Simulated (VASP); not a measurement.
# Li (a cell with a defect) in VASP: relaxation of the atoms with PBE

Aim: the relaxation of the atoms of Li (a cell with a defect) with PBE.

All numbers are computed with VASP 6.6.1; they aren't measurements. Logs are shortened: lines on timing, memory, paths and dates and some standing lists are left out, and cuts for length are marked.

## (1) The cell of the first run

The cell holds a defect, 17 atoms: a = 6.980 Å, b = 6.980 Å, c = 6.980 Å, α = 90.00°, β = 90.00°, γ = 90.00°.

## (2) Relaxation of the atoms, PBE

INCAR

```
SYSTEM = Li
PREC = Accurate
ENCUT = 520
EDIFF = 1E-7
ISMEAR = -1
SIGMA = 0.1
LREAL = Auto
LASPH = .True.
NELM = 100
ALGO = Normal
ISIF = 2
LWAVE = .False.
LCHARG = .False.
GGA = PE
IBRION = 2
NSW = 45
EDIFFG = -0.08
```

KPOINTS

```
regular mesh
0
Gamma
  2 2 2
  0 0 0
```

POSCAR

```
Li
1.0
    6.9800000000      0.0000000000      0.0000000000
    0.0000000000      6.9800000000      0.0000000000
    0.0000000000      0.0000000000      6.9800000000
Li
17
Direct
    0.0000000000      0.0000000000      0.0000000000
    0.5000000000      0.0000000000      0.0000000000
    0.0000000000      0.5000000000      0.0000000000
    0.0000000000      0.0000000000      0.5000000000
    0.2500000000      0.2500000000      0.2500000000
    0.5000000000      0.5000000000      0.0000000000
    0.5000000000      0.0000000000      0.5000000000
    0.7500000000      0.2500000000      0.2500000000
    0.0000000000      0.5000000000      0.5000000000
    0.2500000000      0.7500000000      0.2500000000
    0.2500000000      0.2500000000      0.7500000000
    0.5000000000      0.5000000000      0.5000000000
    0.7500000000      0.7500000000      0.2500000000
    0.7500000000      0.2500000000      0.7500000000
    0.2500000000      0.7500000000      0.7500000000
    0.7500000000      0.7500000000      0.7500000000
    0.0022319000      0.8705311000      0.7432239000
```

Potentials or basis: VASP PAW PBE potentials, release 64 (Li_sv).

Run with:

```
$ cat potpaw_PBE.64/Li_sv/POTCAR > POTCAR
$ mpirun -np 1 vasp_std > vasp.out
```

OUTCAR:

```text
SYSTEM = Li
   PREC = Accurate
   ENCUT = 520
   EDIFF = 1E-7
   ISMEAR = -1
   LREAL = Auto
   LASPH = .True.
   NELM = 100
   ISIF = 2
   GGA = PE
   IBRION = 2
   NSW = 45
   EDIFFG = -0.08

 ion  position               nearest neighbor table
   1  0.000  0.000  0.000-  17 2.01
   2  0.500  0.000  0.000-
   3  0.000  0.500  0.000-
   4  0.000  0.000  0.500-  17 1.92
   5  0.250  0.250  0.250-
   6  0.500  0.500  0.000-
   7  0.500  0.000  0.500-
   8  0.750  0.250  0.250-
   9  0.000  0.500  0.500-
  10  0.250  0.750  0.250-
  11  0.250  0.250  0.750-
  12  0.500  0.500  0.500-
  13  0.750  0.750  0.250-
  14  0.750  0.250  0.750-
  15  0.250  0.750  0.750-  17 1.92
  16  0.750  0.750  0.750-  17 1.95
  17  0.002  0.871  0.743-   4 1.92  15 1.92  16 1.95   1 2.01

  LATTYP: Found a simple cubic cell.
 ALAT       =     6.9800000000

  Lattice vectors:

 A1 = (   6.9800000000,   0.0000000000,   0.0000000000)
 A2 = (   0.0000000000,   6.9800000000,   0.0000000000)
 A3 = (   0.0000000000,   0.0000000000,   6.9800000000)

Analysis of symmetry for initial positions (statically):
=====================================================================
 Subroutine PRICEL returns:
 Original cell was already a primitive cell.

 Routine SETGRP: Setting up the symmetry group for a
 simple cubic supercell.

 Subroutine GETGRP returns: Found  1 space group operations
 (whereof  1 operations were pure point group operations)
 out of a pool of 48 trial point group operations.

The static configuration has the point symmetry C_1 .

Analysis of symmetry for dynamics (positions and initial velocities):
=====================================================================
 Subroutine PRICEL returns:
 Original cell was already a primitive cell.

 Routine SETGRP: Setting up the symmetry group for a
 simple cubic supercell.

 Subroutine GETGRP returns: Found  1 space group operations
 (whereof  1 operations were pure point group operations)
 out of a pool of 48 trial point group operations.

The dynamic configuration has the point symmetry C_1 .

 Subroutine INISYM returns: Found  1 space group operations
 (whereof  1 operations are pure point group operations),
 and found     1 'primitive' translations

----------------------------------------------------------------------------------------

                                     Primitive cell

  volume of cell :     340.0684

  direct lattice vectors                    reciprocal lattice vectors
     6.980000000  0.000000000  0.000000000     0.143266476  0.000000000  0.000000000
     0.000000000  6.980000000  0.000000000     0.000000000  0.143266476  0.000000000
     0.000000000  0.000000000  6.980000000     0.000000000  0.000000000  0.143266476

  length of vectors
     6.980000000  6.980000000  6.980000000     0.143266476  0.143266476  0.143266476

  position of ions in fractional coordinates (direct lattice)
     0.000000000  0.000000000  0.000000000
     0.500000000  0.000000000  0.000000000
     0.000000000  0.500000000  0.000000000
     0.000000000  0.000000000  0.500000000
     0.250000000  0.250000000  0.250000000
     0.500000000  0.500000000  0.000000000
[... 9 lines left out ...]
     0.750000000  0.750000000  0.750000000
     0.002231900  0.870531100  0.743223900

  ion indices of the primitive-cell ions
   primitive index   ion index
                 1           1
                 2           2
                 3           3
                 4           4
                 5           5
                 6           6
[... 9 lines left out ...]
                16          16
                17          17

----------------------------------------------------------------------------------------

 KPOINTS: regular mesh

Automatic generation of k-mesh.
 Grid dimensions read from file:
 generate k-points for:    2    2    2

 Generating k-lattice:

  Cartesian coordinates                     Fractional coordinates (reciprocal lattice)
     0.071633238  0.000000000  0.000000000     0.500000000  0.000000000  0.000000000
     0.000000000  0.071633238  0.000000000     0.000000000  0.500000000  0.000000000
     0.000000000  0.000000000  0.071633238     0.000000000  0.000000000  0.500000000

  Length of vectors
     0.071633238  0.071633238  0.071633238

  Shift w.r.t. Gamma in fractional coordinates (k-lattice)
     0.000000000  0.000000000  0.000000000

 Subroutine IBZKPT returns following result:
 ===========================================

 Found      8 irreducible k-points:

 Following reciprocal coordinates:
            Coordinates               Weight
  0.000000  0.000000  0.000000      1.000000
  0.500000  0.000000  0.000000      1.000000
  0.000000  0.500000  0.000000      1.000000
  0.000000  0.000000  0.500000      1.000000
  0.500000  0.500000  0.000000      1.000000
  0.000000  0.500000  0.500000      1.000000
  0.500000  0.000000  0.500000      1.000000
  0.500000  0.500000  0.500000      1.000000
   k-points           NKPTS =      8   k-points in BZ     NKDIM =      8   number of bands    NBANDS=     34
   number of dos      NEDOS =    301   number of ions     NIONS =     17
   total plane-waves  NPLWV = 157464
   dimension x,y,z NGX =    54 NGY =   54 NGZ =   54
   dimension x,y,z NGXF=   108 NGYF=  108 NGZF=  108
   ions per type =              17
   NGX,Y,Z   is equivalent  to a cutoff of  12.86, 12.86, 12.86 a.u.
   NGXF,Y,Z  is equivalent  to a cutoff of  25.72, 25.72, 25.72 a.u.
 SYSTEM =  Li
   PREC   = accura    normal or accurate (medium, high low for compatibility)
   ISTART =      0    job   : 0-new  1-cont  2-samecut
   ICHARG =      2    charge: 1-file 2-atom 10-const
   ISPIN  =      1    spin polarized calculation?
   LNONCOLLINEAR =      F non collinear calculations
   LSORBIT =      F    spin-orbit coupling
   LASPH  =      T    aspherical Exc in radial PAW
   ENCUT  =  520.0 eV  38.22 Ry    6.18 a.u.  12.98 12.98 12.98*2*pi/ulx,y,z
   NELM   =    100;   NELMIN=  2; NELMDL= -5     # of ELM steps
   EDIFF  = 0.1E-06   stopping-criterion for ELM
   LREAL  =      T    real-space projection
   EDIFFG = -.8E-01   stopping-criterion for IOM
   NSW    =     45    number of steps for IOM
   IBRION =      2    ionic relax: 0-MD 1-quasi-New 2-CG
   NFREE  =      1    steps in history (QN), initial steepest desc. (CG)
   ISIF   =      2    stress and relaxation
   ISYM   =      2    0-nonsym 1-usesym 2-fastsym
   POTIM  = 0.5000    time-step for ionic-motion
   TEBEG  =    0.0;   TEEND  =   0.0 temperature during run
   PSTRESS=    0.0 pullay stress
   NELECT =      51.0000    total number of electrons
   NUPDOWN=      -1.0000    fix difference up-down
   EMIN   =  10.00;   EMAX   =-10.00  energy-range for DOS
   EFERMI =   0.00;   METHOD = LEGACY
   ISMEAR =    -1;   SIGMA  =   0.10  broadening in eV -4-tet -1-fermi 0-gaus
   EFERMI_NEDOS =   21; number of points for ismear=-14 and -15
   IALGO  =     38    algorithm
   IMIX   =      4    mixing-type and parameters
     AMIX     =   0.40;   BMIX     =  1.00
     AMIX_MAG =   1.60;   BMIX_MAG =  1.00
  volume/ion in A,a.u.               =      20.00       134.99
  Fermi-wavevector in a.u.,A,eV,Ry     =   0.869780  1.643646 10.293044  0.756517
  Thomas-Fermi vector in A             =   1.988651
   LORBIT       =      0    0 simple, 1 ext, 2 COOP (PROOUT), +10 PAW based schemes
   GGA     = PE    functional components
   LHFCALC =     F    Hartree Fock is set to
   AEXX    =    0.0000 exact exchange contribution
   IVDW    =     0    specifies the selected vdW correction
   LEPSILON=     F    determine dielectric tensor
   LRPA    =     F    only Hartree local field effects (RPA)
 conjugate gradient relaxation of ions
 non-spin polarized calculation
  energy-cutoff  :      520.00
  volume of cell :      340.07
 maximum number of plane-waves:      9124
 NGX is ok and might be reduce to    54
   NGX = 25   NGY = 25   NGZ = 25

--------------------------------------- Ionic step        1  -------------------------------------------

 number of electron      50.9999919 magnetization

 Free energy of the ion-electron system (eV)
  ---------------------------------------------------
  ext. energy  EPLUGINS =         0.00000000
  ---------------------------------------------------
  free energy    TOTEN  =       -29.94983226 eV

  energy without entropy =      -29.58605364  energy(sigma->0) =      -29.76794295

------------------------ aborting loop because EDIFF is reached ----------------------------------------

  FORCE on cell =-STRESS in cart. coord.  units (eV):
  Direction    XX          YY          ZZ          XY          YZ          ZX
  --------------------------------------------------------------------------------------
  -------------------------------------------------------------------------------------
  Total        2.9284572      0.6393247      2.5807514     -0.0831326     -0.2527028      0.0065691
  in kB       13.7969535      3.0120750     12.1587938     -0.3916660     -1.1905686      0.0309493
  external PRESSURE =       9.6559408 kB  Pullay stress =       0.0000000 kB
[... 134 lines left out ...]
  FREE ENERGIE OF THE ION-ELECTRON SYSTEM (eV)
  ---------------------------------------------------
  free  energy   TOTEN  =       -31.2796035710 eV

  energy  without entropy=      -30.8992141541  energy(sigma->0) =      -31.08940886

[... ionic steps 4 to 9 ...]

--------------------------------------- Ionic step       10  -------------------------------------------

 number of electron      50.9999988 magnetization

------------------------ aborting loop because EDIFF is reached ----------------------------------------

  FORCE on cell =-STRESS in cart. coord.  units (eV):
  Direction    XX          YY          ZZ          XY          YZ          ZX
  --------------------------------------------------------------------------------------
  -------------------------------------------------------------------------------------
  Total        1.5257984      0.4823410      1.3420098     -0.0582866     -0.1539605      0.0063908
  in kB        7.1885528      2.2724719      6.3226624     -0.2746077     -0.7253601      0.0301094
  external PRESSURE =       5.2612290 kB  Pullay stress =       0.0000000 kB
[... 87 lines left out ...]
  energy  without entropy=      -31.0729578758  energy(sigma->0) =      -31.26347903

--------------------------------------- Ionic step       12  -------------------------------------------

 number of electron      50.9999973 magnetization

 Free energy of the ion-electron system (eV)
  ---------------------------------------------------
  ext. energy  EPLUGINS =         0.00000000
  ---------------------------------------------------
  free energy    TOTEN  =       -31.46712003 eV

  energy without entropy =      -31.09132997  energy(sigma->0) =      -31.27922500

 E-fermi :   0.4693     XC(G=0):  -7.0698

 val. band max:        0.4379593466   @ k =   0.5000   0.5000   0.0000
 cond. band min:       0.5363778775   @ k =   0.0000   0.5000   0.5000
 fundamental gap:      0.0984185308
 Fermi energy:         0.4692834841

 k-point     1 :       0.0000    0.0000    0.0000
  band No.  band energies     occupation
      1     -46.2179      2.00000
      2     -45.9702      2.00000
      3     -45.9658      2.00000
      4     -45.9633      2.00000
      5     -45.9567      2.00000
      6     -45.9260      2.00000
[... 329 lines left out ...]
  FREE ENERGIE OF THE ION-ELECTRON SYSTEM (eV)
  ---------------------------------------------------
  free  energy   TOTEN  =       -31.4671200343 eV

  energy  without entropy=      -31.0913299697  energy(sigma->0) =      -31.27922500

 reached required accuracy - stopping structural energy minimisation
```

Wall time 52 min (1 thread of Intel Xeon 8259CL, shared host); peak memory 0.43 GiB.

Results:

* Free energy: -31.4671 eV
* Energy gained by relaxing: 89.3 meV/atom
* Ionic steps: 12
* Largest force after relaxing: 0.079 eV/Å
* Band gap on the k mesh: zero (an odd number of electrons rules out a gap without spin polarisation)

Forces in eV/Å, atoms in the order of the input:
```
Li   0.003  0.070  0.021
Li   0.003 -0.008 -0.011
Li   0.001 -0.026  0.027
Li   0.002  0.040  0.040
Li  -0.044 -0.006 -0.012
Li   0.006  0.002 -0.032
Li   0.003 -0.009  0.021
Li   0.040 -0.003 -0.010
Li   0.001 -0.017 -0.013
Li  -0.011  0.007 -0.003
Li   0.023  0.024 -0.003
Li   0.007 -0.001  0.042
Li   0.008  0.008 -0.003
Li  -0.030  0.032 -0.002
Li  -0.068 -0.041 -0.004
Li   0.022 -0.070 -0.002
Li   0.035 -0.003 -0.055
```

The path:
```csv
step,energy change (eV),largest force (eV/Å),pressure (GPa)
1,0.0000,1.8329,0.97
2,-0.5208,1.3874,0.80
3,-1.3298,0.3521,0.57
4,-1.3758,0.3304,0.59
5,-1.3760,0.3411,0.60
6,-1.4134,0.2766,0.57
7,-1.4833,0.1266,0.53
8,-1.3872,0.4852,0.60
9,-1.4915,0.1496,0.52
10,-1.4917,0.1547,0.53
11,-1.5042,0.1159,0.52
12,-1.5173,0.0792,0.52
```

Final structure:
```cif
data_structure
_symmetry_space_group_name_H-M 'P 1'
_symmetry_Int_Tables_number 1
_cell_length_a 6.9800
_cell_length_b 6.9800
_cell_length_c 6.9800
_cell_angle_alpha 90.000
_cell_angle_beta 90.000
_cell_angle_gamma 90.000
_cell_volume 340.07
loop_
_atom_site_label
_atom_site_type_symbol
_atom_site_fract_x
_atom_site_fract_y
_atom_site_fract_z
_atom_site_occupancy
Li1 Li 0.99943 0.04216 0.05041 1
Li2 Li 0.49987 0.99984 0.00041 1
Li3 Li 0.00013 0.50473 0.99647 1
Li4 Li 0.99931 0.04801 0.44231 1
Li5 Li 0.26697 0.26607 0.24936 1
Li6 Li 0.50012 0.48269 0.01775 1
Li7 Li 0.49980 0.99947 0.49955 1
Li8 Li 0.73305 0.26618 0.24920 1
Li9 Li 0.00013 0.50370 0.50275 1
Li10 Li 0.24943 0.75116 0.25069 1
Li11 Li 0.24604 0.24448 0.74984 1
Li12 Li 0.50005 0.48351 0.48290 1
Li13 Li 0.75065 0.75102 0.25067 1
Li14 Li 0.75437 0.24414 0.74983 1
Li15 Li 0.30773 0.70429 0.75253 1
Li16 Li 0.69510 0.70606 0.75227 1
Li17 Li 0.00006 0.87303 0.74628 1
```

Caveat: the k points lie up to 0.45 Å⁻¹ apart, too coarse for converged energies and pressures of a metal; the cutoff is under 1.25 times the usual one of these potentials, so pressure, stress and relaxed cells hold a basis-set (Pulay) error; the relaxation stopped at a loose force limit of 0.08 eV/Å, so its end isn't a converged minimum.

The gap in the log of VASP goes by the Fermi energy; the results here count the filled bands.